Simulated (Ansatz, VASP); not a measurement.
**CO2 in VASP and in Ansatz**

```
C O
1.0
     6.05774    0.00000   -0.22717
     0.00000    6.05774    0.00000
    -0.22717    0.00000    5.87600
C O
4 8
Cartesian
  0.0000 0.0000 0.0000
  2.9153 0.0000 2.8244
  3.0289 3.0289 -0.1136
  -0.1136 3.0289 2.9380
  0.6500 0.6753 0.6298
  2.2146 5.3824 3.5048
  3.5024 2.3535 5.0820
  5.2941 3.7042 2.0811
  5.1806 5.3824 5.0191
  3.6159 0.6753 2.1440
  2.3282 3.7042 0.5668
  0.5364 2.3535 3.5678
```

Change from the starting cell: engineering shear strain xz -0.0750, normal strain along z -0.0300.

Alike in both runs: task single point; functional PBE; k mesh 4 × 4 × 4; occupations gaussian, width 0.05 eV; no spin polarisation.

```csv
,VASP,Ansatz
version,VASP 6.6.1,Ansatz 0.2.0
potentials or method,"VASP PAW PBE potentials, release 64 (C, O), cutoff 520 eV","scalar-relativistic, plane waves, PAW"
valence electrons in the cell,64,64
```

```csv
,VASP,Ansatz,Ansatz less VASP
gap on the k mesh at the Fermi level (eV),6.67,6.68,+0.015
least direct gap on the mesh (eV),6.67,6.68,+0.015
pressure (GPa),4.8,3.4,-1.38
"traceless stress, the component that is largest in VASP (GPa)",7.58,7.33,-0.255
rms of the force components (eV/Å),1.907,1.680,-0.2265
```

Atom by atom the forces differ by 0.343 eV/Å (rms over components).

Noted on VASP's run: the standard files for N, O and F lose accuracy on very short bonds.
